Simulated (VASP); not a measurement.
Runs of VASP 6.6.1 on Au. The structure is that of space group Pm-3m (No. 221), or close to it. The cells are those of the table. This isn't the form of Au at room conditions, which is fcc.

```csv
task,level,spin,cell,k mesh,cutoff (eV),smearing,grid for exact exchange (PRECFOCK),share of exact exchange,screening parameter,gap on the mesh (eV),pressure (GPa),relaxed volume (Å³/atom)
relaxation of cell and atoms,PBEsol+D3(BJ),off,"relaxed from a = 2.748 Å, 1 atom",10 × 10 × 10,600,fermi-dirac 0.05 eV,-,-,-,none,0.0,18.86
single point,PBE0,"non-collinear, zero start, SOC","a = 2.748 Å, 1 atom",4 × 4 × 4,520,fermi-dirac 0.05 eV,Normal,0.25,-,-,-6.8,-
single point,PBE,off,"a = 2.808, b = 2.664, c = 2.778 Å, angles 91.0, 90.0, 91.8°, 1 atom",15 × 16 × 16,520,fermi-dirac 0.1 eV,-,-,-,none,(a),-
relaxation of cell and atoms,PBEsol+D4,off,"relaxed from a = 2.748 Å, 1 atom",10 × 10 × 10,600,fermi-dirac 0.05 eV,-,-,-,none,0.0,19.14
relaxation of cell and atoms,revPBE+D4,off,"relaxed from a = 2.748 Å, 1 atom",10 × 10 × 10,600,fermi-dirac 0.05 eV,-,-,-,none,0.0,19.93
relaxation of cell and atoms,RPBE+D4,off,"relaxed from a = 2.748 Å, 1 atom",10 × 10 × 10,600,fermi-dirac 0.05 eV,-,-,-,none,0.0,19.85
single point,r2SCAN,off,"a = 2.808, b = 2.664, c = 2.778 Å, angles 91.0, 90.0, 91.8°, 1 atom",13 × 14 × 13,520,methfessel-paxton 0.1 eV,-,-,-,none,(b),-
relaxation of cell and atoms,PBE+D4,off,"relaxed from a = 2.748 Å, 1 atom",10 × 10 × 10,600,fermi-dirac 0.05 eV,-,-,-,none,0.0,(c)
relaxation of cell and atoms,RPBE+D3(BJ),off,"relaxed from a = 2.748 Å, 1 atom",10 × 10 × 10,600,fermi-dirac 0.05 eV,-,-,-,none,0.0,17.23
relaxation of cell and atoms,BLYP+D3(BJ),off,"relaxed from a = 2.748 Å, 1 atom",10 × 10 × 10,600,fermi-dirac 0.05 eV,-,-,-,none,0.0,20.46
relaxation of cell and atoms,revPBE+D3(BJ),off,"relaxed from a = 2.748 Å, 1 atom",10 × 10 × 10,600,fermi-dirac 0.05 eV,-,-,-,none,0.0,19.71
relaxation of cell and atoms,HSE06,off,"relaxed from a = 2.748 Å, 1 atom",5 × 5 × 5,600,fermi-dirac 0.05 eV,Normal,0.25,0.2079 1/Å,none,0.0,20.53
```

Alike in all rows: potentials or basis VASP PAW PBE potentials, release 64 (Au).

Fill in the values left out.

(a) 0.5; (b) -2.5; (c) 20.02.

Caveats: some runs use coarse meshes; spin-orbit coupling is left out, which moves the levels of the heavy elements (at least some runs); the PAW data sets were made with another functional, which shifts forces and pressure a little (at least some runs); the volume moved by over 15 % at a fixed basis, so the end points are rough (at least some runs).

A k mesh can miss the band edges, and rows without SOC leave out spin-orbit coupling on Au.

A gap of «none» marks levels without a gap at the run's occupations.
